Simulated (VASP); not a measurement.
# Al3Si2B (P-3m1) in VASP: relaxation of cell and atoms with PBE

Aim: the relaxation of cell and atoms of Al3Si2B with PBE.

Program: VASP 6.6.1. These are calculated values, not measurements. Logs are shortened: lines on timing, memory, paths and dates and some standing lists are left out, and cuts for length are marked.

### Step 1. The cell of the first run

The structure is trigonal, space group P-3m1 (No. 164). Conventional cell: a = 5.134 Å, b = 5.134 Å, c = 4.396 Å, α = 90.00°, β = 90.00°, γ = 120.00°. Al (site symmetry 2/m) has 4 Si at 2.40 to 2.91 Å and 4 Al at 2.57 Å within 3.2 Å. Within 3.2 Å of Si (site symmetry 3m) lie 6 Al at 2.40 to 2.91 Å and 3 B at 2.98 Å and 3 Si at 3.03 Å. B (site symmetry -3m) has 6 Si at 2.98 Å and 12 Al at 3.38 Å within 3.9 Å.

The cell was generated, and may not be a known phase.

### Step 2. Relaxation of cell and atoms, PBE

Contents of INCAR:

```
SYSTEM = Al3Si2B
PREC = Accurate ; ENCUT = 600
EDIFF = 1E-7 ; ISMEAR = 0
SIGMA = 0.1 ; LREAL = .False.
LASPH = .True. ; NELM = 80
ALGO = Normal ; ISIF = 3
LWAVE = .False. ; LCHARG = .False.
GGA = PE ; IBRION = 2
NSW = 90 ; EDIFFG = -0.04
```

Contents of KPOINTS:

```
Automatic mesh
0
Gamma
  6 6 4
  0 0 0
```

Contents of POSCAR:

```
Al3Si2B
1.0
    5.1343745400      0.0000000000      0.0000000000
   -2.5671872700      4.4464987900      0.0000000000
    0.0000000000      0.0000000000      4.3957504900
Al Si B
3 2 1
Direct
    0.5000000000      0.0000000000      0.0000000000
    0.0000000000      0.5000000000      0.0000000000
    0.5000000000      0.5000000000      0.0000000000
    0.3333333300      0.6666666700      0.4296484400
    0.6666666700      0.3333333300      0.5703515600
    0.0000000000      0.0000000000      0.5000000000
```

Potentials or basis: VASP PAW PBE potentials, release 64 (Al, Si, B).

Run with:

```sh
> cat potpaw_PBE.64/Al/POTCAR potpaw_PBE.64/Si/POTCAR potpaw_PBE.64/B/POTCAR > POTCAR
> mpirun -np 1 vasp_std > vasp.out
```

OUTCAR:

```text
SYSTEM = Al3Si2B
   PREC = Accurate
   ENCUT = 600
   EDIFF = 1E-7
   ISMEAR = 0
   LREAL = .False.
   LASPH = .True.
   NELM = 80
   ISIF = 3
   GGA = PE
   IBRION = 2
   NSW = 90
   EDIFFG = -0.04

 ion  position               nearest neighbor table
   1  0.500  0.000  0.000-   4 2.40   5 2.40   2 2.57   3 2.57   3 2.57   2 2.57   5 2.91   4 2.91

   2  0.000  0.500  0.000-   4 2.40   5 2.40   3 2.57   3 2.57   1 2.57   1 2.57   5 2.91   4 2.91

   3  0.500  0.500  0.000-   4 2.40   5 2.40   2 2.57   2 2.57   1 2.57   1 2.57   5 2.91   4 2.91

   4  0.333  0.667  0.430-   2 2.40   1 2.40   3 2.40   2 2.91   1 2.91   3 2.91   5 3.03   5 3.03
                             5 3.03
   5  0.667  0.333  0.570-   2 2.40   1 2.40   3 2.40   2 2.91   1 2.91   3 2.91   4 3.03   4 3.03
                             4 3.03
   6  0.000  0.000  0.500-

  LATTYP: Found a hexagonal cell.
 ALAT       =     5.1343745400
 C/A-ratio  =     0.8561413773

  Lattice vectors:

 A1 = (   5.1343745400,   0.0000000000,   0.0000000000)
 A2 = (  -2.5671872700,   4.4464987900,   0.0000000000)
 A3 = (   0.0000000000,   0.0000000000,   4.3957504900)

Analysis of symmetry for initial positions (statically):
=====================================================================
 Subroutine PRICEL returns:
 Original cell was already a primitive cell.

 Routine SETGRP: Setting up the symmetry group for a
 hexagonal supercell.

 Subroutine GETGRP returns: Found 12 space group operations
 (whereof 12 operations were pure point group operations)
 out of a pool of 24 trial point group operations.

The static configuration has the point symmetry D_3d.

Analysis of symmetry for dynamics (positions and initial velocities):
=====================================================================
 Subroutine PRICEL returns:
 Original cell was already a primitive cell.

 Routine SETGRP: Setting up the symmetry group for a
 hexagonal supercell.

 Subroutine GETGRP returns: Found 12 space group operations
 (whereof 12 operations were pure point group operations)
 out of a pool of 24 trial point group operations.

The dynamic configuration has the point symmetry D_3d.

 Subroutine INISYM returns: Found 12 space group operations
 (whereof 12 operations are pure point group operations),
 and found     1 'primitive' translations

----------------------------------------------------------------------------------------

                                     Primitive cell

  volume of cell :     100.3549

  direct lattice vectors                    reciprocal lattice vectors
     5.134374540  0.000000000  0.000000000     0.194765690  0.112448023  0.000000000
    -2.567187270  4.446498790  0.000000000     0.000000000  0.224896047  0.000000000
     0.000000000  0.000000000  4.395750490     0.000000000  0.000000000  0.227492439

  length of vectors
     5.134374540  5.134374545  4.395750490     0.224896047  0.224896047  0.227492439

  position of ions in fractional coordinates (direct lattice)
     0.500000000  0.000000000  0.000000000
     0.000000000  0.500000000  0.000000000
     0.500000000  0.500000000  0.000000000
     0.333333330  0.666666670  0.429648440
     0.666666670  0.333333330  0.570351560
     0.000000000  0.000000000  0.500000000

  ion indices of the primitive-cell ions
   primitive index   ion index
                 1           1
                 2           2
                 3           3
                 4           4
                 5           5
                 6           6

----------------------------------------------------------------------------------------

 KPOINTS: Automatic mesh

Automatic generation of k-mesh.
 Grid dimensions read from file:
 generate k-points for:    6    6    4

 Generating k-lattice:

  Cartesian coordinates                     Fractional coordinates (reciprocal lattice)
     0.032460948  0.018741337  0.000000000     0.166666667  0.000000000  0.000000000
     0.000000000  0.037482674  0.000000000     0.000000000  0.166666667  0.000000000
     0.000000000  0.000000000  0.056873110     0.000000000  0.000000000  0.250000000

  Length of vectors
     0.037482675  0.037482674  0.056873110

  Shift w.r.t. Gamma in fractional coordinates (k-lattice)
     0.000000000  0.000000000  0.000000000

 Subroutine IBZKPT returns following result:
 ===========================================

 Found     24 irreducible k-points:

 Following reciprocal coordinates:
            Coordinates               Weight
  0.000000  0.000000  0.000000      1.000000
  0.166667  0.000000  0.000000      6.000000
  0.333333  0.000000  0.000000      6.000000
  0.500000  0.000000  0.000000      3.000000
  0.166667  0.166667  0.000000      6.000000
  0.333333  0.166667  0.000000     12.000000
[... 16 lines left out ...]
  0.333333  0.166667  0.500000     12.000000
  0.333333  0.333333  0.500000      2.000000
   k-points           NKPTS =     24   k-points in BZ     NKDIM =     24   number of bands    NBANDS=     14
   number of dos      NEDOS =    301   number of ions     NIONS =      6
   total plane-waves  NPLWV =  63504
   dimension x,y,z NGX =    42 NGY =   42 NGZ =   36
   dimension x,y,z NGXF=    84 NGYF=   84 NGZF=   72
   ions per type =               3   2   1
   NGX,Y,Z   is equivalent  to a cutoff of  13.60, 13.60, 13.62 a.u.
   NGXF,Y,Z  is equivalent  to a cutoff of  27.20, 27.20, 27.23 a.u.
 SYSTEM =  Al3Si2B
   PREC   = accura    normal or accurate (medium, high low for compatibility)
   ISTART =      0    job   : 0-new  1-cont  2-samecut
   ICHARG =      2    charge: 1-file 2-atom 10-const
   ISPIN  =      1    spin polarized calculation?
   LNONCOLLINEAR =      F non collinear calculations
   LSORBIT =      F    spin-orbit coupling
   LASPH  =      T    aspherical Exc in radial PAW
   ENCUT  =  600.0 eV  44.10 Ry    6.64 a.u.  10.25 10.25  8.78*2*pi/ulx,y,z
   NELM   =     80;   NELMIN=  2; NELMDL= -5     # of ELM steps
   EDIFF  = 0.1E-06   stopping-criterion for ELM
   LREAL  =      F    real-space projection
   EDIFFG = -.4E-01   stopping-criterion for IOM
   NSW    =     90    number of steps for IOM
   IBRION =      2    ionic relax: 0-MD 1-quasi-New 2-CG
   NFREE  =      1    steps in history (QN), initial steepest desc. (CG)
   ISIF   =      3    stress and relaxation
   ISYM   =      2    0-nonsym 1-usesym 2-fastsym
   POTIM  = 0.5000    time-step for ionic-motion
   TEBEG  =    0.0;   TEEND  =   0.0 temperature during run
   PSTRESS=    0.0 pullay stress
   NELECT =      20.0000    total number of electrons
   NUPDOWN=      -1.0000    fix difference up-down
   EMIN   =  10.00;   EMAX   =-10.00  energy-range for DOS
   EFERMI =   0.00;   METHOD = LEGACY
   ISMEAR =     0;   SIGMA  =   0.10  broadening in eV -4-tet -1-fermi 0-gaus
   EFERMI_NEDOS =   21; number of points for ismear=-14 and -15
   IALGO  =     38    algorithm
   IMIX   =      4    mixing-type and parameters
     AMIX     =   0.40;   BMIX     =  1.00
     AMIX_MAG =   1.60;   BMIX_MAG =  1.00
  volume/ion in A,a.u.               =      16.73       112.87
  Fermi-wavevector in a.u.,A,eV,Ry     =   0.956251  1.807052 12.441385  0.914416
  Thomas-Fermi vector in A             =   2.085162
   LORBIT       =      0    0 simple, 1 ext, 2 COOP (PROOUT), +10 PAW based schemes
   GGA     = PE    functional components
   LHFCALC =     F    Hartree Fock is set to
   AEXX    =    0.0000 exact exchange contribution
   IVDW    =     0    specifies the selected vdW correction
   LEPSILON=     F    determine dielectric tensor
   LRPA    =     F    only Hartree local field effects (RPA)
 conjugate gradient relaxation of ions
 non-spin polarized calculation
 Gauss-broadening in eV      SIGMA  =   0.10
  energy-cutoff  :      600.00
  volume of cell :      100.35
 maximum number of plane-waves:      3378
 NGX is ok and might be reduce to    42
   NGX = 21   NGY = 21   NGZ = 17

--------------------------------------- Ionic step        1  -------------------------------------------

 number of electron      20.0000000 magnetization

 Free energy of the ion-electron system (eV)
  ---------------------------------------------------
  ext. energy  EPLUGINS =         0.00000000
  ---------------------------------------------------
  free energy    TOTEN  =       -21.90445987 eV

  energy without entropy =      -21.88086872  energy(sigma->0) =      -21.89266429

------------------------ aborting loop because EDIFF is reached ----------------------------------------

  FORCE on cell =-STRESS in cart. coord.  units (eV):
  Direction    XX          YY          ZZ          XY          YZ          ZX
  --------------------------------------------------------------------------------------
  -------------------------------------------------------------------------------------
  Total        4.4866750      4.4866750      2.7695923     -0.0000000      0.0000000      0.0000000
  in kB       71.6302446     71.6302448     44.2168362     -0.0000000      0.0000000      0.0000000
  external PRESSURE =      62.4924418 kB  Pullay stress =       0.0000000 kB
[... 101 lines left out ...]
  FREE ENERGIE OF THE ION-ELECTRON SYSTEM (eV)
  ---------------------------------------------------
  free  energy   TOTEN  =       -22.4719007630 eV

  energy  without entropy=      -22.4604496467  energy(sigma->0) =      -22.46617520

 E-fermi :   6.9608     XC(G=0): -10.1106

 val. band max:        6.9517912021   @ k =   0.3333   0.1667   0.5000
 cond. band min:       6.9717437185   @ k =   0.3333   0.0000   0.5000
 fundamental gap:      0.0199525163
 Fermi energy:         6.9608449862

 k-point     1 :       0.0000    0.0000    0.0000
  band No.  band energies     occupation
      1      -5.3849      2.00000
      2      -1.3948      2.00000
      3       1.4969      2.00000
      4       1.4969      2.00000
      5       1.9549      2.00000
      6       3.2080      2.00000
      7       3.2080      2.00000
      8       3.5746      2.00000
      9       5.4520      2.00000
     10       6.9072      1.55199
     11       9.0972      0.00000
     12       9.7683      0.00000
     13       9.7683      0.00000
     14       9.8298      0.00000
[... 375 lines left out ...]
 k-point    24 :       0.3333    0.3333    0.5000
  band No.  band energies     occupation
      1      -1.9529      2.00000
      2      -1.9529      2.00000
      3      -0.8888      2.00000
      4      -0.8888      2.00000
      5       0.5771      2.00000
      6       2.4380      2.00000
      7       4.5836      2.00000
      8       5.5889      2.00000
      9       5.5889      2.00000
     10       6.5807      2.00000
     11       6.5807      2.00000
     12       7.7319      0.00000
     13       9.6685      0.00000
     14       9.6685      0.00000

[... ionic steps 4 to 8 ...]

--------------------------------------- Ionic step        9  -------------------------------------------

 number of electron      20.0000001 magnetization

------------------------ aborting loop because EDIFF is reached ----------------------------------------

  FORCE on cell =-STRESS in cart. coord.  units (eV):
  Direction    XX          YY          ZZ          XY          YZ          ZX
  --------------------------------------------------------------------------------------
  -------------------------------------------------------------------------------------
  Total       -0.0086728     -0.0086728      0.1933398      0.0000000     -0.0000000      0.0000000
  in kB       -0.1331149     -0.1331149      2.9674796      0.0000000     -0.0000000      0.0000000
  external PRESSURE =       0.9004166 kB  Pullay stress =       0.0000000 kB
[... 65 lines left out ...]
  energy  without entropy=      -23.0007999069  energy(sigma->0) =      -23.00555785

--------------------------------------- Ionic step       11  -------------------------------------------

 number of electron      20.0000001 magnetization

 Free energy of the ion-electron system (eV)
  ---------------------------------------------------
  ext. energy  EPLUGINS =         0.00000000
  ---------------------------------------------------
  free energy    TOTEN  =       -23.01072301 eV

  energy without entropy =      -23.00081937  energy(sigma->0) =      -23.00577119

 E-fermi :   6.4424     XC(G=0):  -9.8342

 val. band max:        6.4186618574   @ k =   0.3333   0.0000   0.5000
 cond. band min:       6.5009104830   @ k =   0.3333   0.0000   0.0000
 fundamental gap:      0.0822486256
 Fermi energy:         6.4423645337

 k-point     1 :       0.0000    0.0000    0.0000
  band No.  band energies     occupation
      1      -5.5212      2.00000
      2      -1.4231      2.00000
      3       1.3636      2.00000
      4       1.3636      2.00000
      5       1.4940      2.00000
      6       2.2529      2.00000
      7       2.9750      2.00000
      8       2.9750      2.00000
      9       3.7772      2.00000
     10       5.5924      2.00000
     11       7.8680      0.00000
     12       8.1282      0.00000
     13       9.0055      0.00000
     14       9.0055      0.00000
[... 422 lines left out ...]
  FREE ENERGIE OF THE ION-ELECTRON SYSTEM (eV)
  ---------------------------------------------------
  free  energy   TOTEN  =       -23.0107230072 eV

  energy  without entropy=      -23.0008193723  energy(sigma->0) =      -23.00577119

 reached required accuracy - stopping structural energy minimisation
```

Run time: 8.2 min. Hardware: 1 thread of Intel Xeon 8259CL, shared host; peak memory 0.27 GiB.

Results:

```
Free energy                           : -23.0107 eV
Relaxed volume                        : 17.42 Å³/atom
Relaxed cell                          : a = 5.414 Å, b = 5.414 Å, c = 4.118 Å, α = 90.00°, β = 90.00°, γ = 120.00°
Space group after relaxing (to 0.1 Å) : P6/mmm (No. 191)
Energy gained by relaxing             : 184.4 meV/atom
Ionic steps                           : 11
Pressure after relaxing               : 0.0 GPa
Largest force after relaxing          : 0.022 eV/Å
```

Forces on the atoms (eV/Å):
```
Al   0.000  0.000  0.000
Al   0.000  0.000  0.000
Al   0.000  0.000  0.000
Si   0.000  0.000 -0.022
Si   0.000  0.000  0.022
B    0.000  0.000  0.000
```

Stress tensor (GPa, compression positive):
```
-0.01  0.00  0.00
 0.00 -0.01  0.00
 0.00  0.00 -0.09
```

Step by step:
```csv
step,energy change (eV),largest force (eV/Å),pressure (GPa),volume (Å³)
1,0.0000,2.6634,6.25,100.35
2,-0.5532,1.0049,-2.51,110.13
3,-0.5674,0.7651,-3.80,112.40
4,-0.9227,0.4520,-2.54,108.44
5,-0.2839,2.3738,10.87,96.30
6,-1.0826,0.2435,-0.35,105.15
7,-1.1036,0.0141,0.31,103.83
8,-1.1040,0.0379,0.49,103.58
9,-1.1058,0.0625,0.09,104.39
10,-1.1059,0.0587,0.15,104.26
11,-1.1063,0.0220,-0.03,104.55
```

Final structure:
```
Al Si B
1.0
     5.41416    0.00000    0.00000
    -2.70708    4.68880    0.00000
     0.00000    0.00000    4.11826
Al Si B
3 2 1
Direct
  0.50000 0.00000 0.00000
  0.00000 0.50000 0.00000
  0.50000 0.50000 0.00000
  0.33333 0.66667 0.50054
  0.66667 0.33333 0.49946
  0.00000 0.00000 0.50000
```

Caveat: the highest band is partly filled, so the run has too few bands.
